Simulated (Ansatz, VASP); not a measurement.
## Sb in VASP and in Ansatz

```
Sb
1.0
     3.36900    0.03369    0.03369
    -1.65532    2.90079    0.01233
     0.05330    0.05330    5.33000
Sb
2
Cartesian
  0.0328 1.9584 1.3520
  1.7342 1.0294 4.0241
```

Change from the starting cell: equal xy, yz and zx shear strains of +2 %, crystal datasets.

Alike in both runs: task electric field gradients; functional PBEsol; k mesh 12 × 12 × 7; occupations fermi-dirac, width 0.05 eV; no spin polarisation.

|  | VASP | Ansatz |
| --- | --- | --- |
| version | VASP 6.6.1 | Ansatz 0.2.0 |
| potentials or method | VASP PAW PBE potentials, release 64 (Sb), cutoff 520 eV | all-electron PAW with datasets made for the crystal, scalar-relativistic |

VASP gave:

```
pressure (GPa)                                                : -0.2
traceless stress, the component that is largest in VASP (GPa) : -0.72
rms of the force components (eV/Å)                            : 0.015
size of Vzz on the site where it differs most (V/Å²)          : 21.0
```

Problem. Estimate Ansatz's values.

Solution. Pressure (GPa): -0.1; traceless stress, the component that is largest in VASP (GPa): -0.72; rms of the force components (eV/Å): 0.015; size of Vzz on the site where it differs most (V/Å²): 22.8.

VASP's potentials were made for PBE, not for PBEsol. Atom by atom the forces differ by 0.000 eV/Å (rms over components). Ansatz ran all-electron here, and VASP with PAW potentials.

Neither program's run includes spin-orbit coupling.
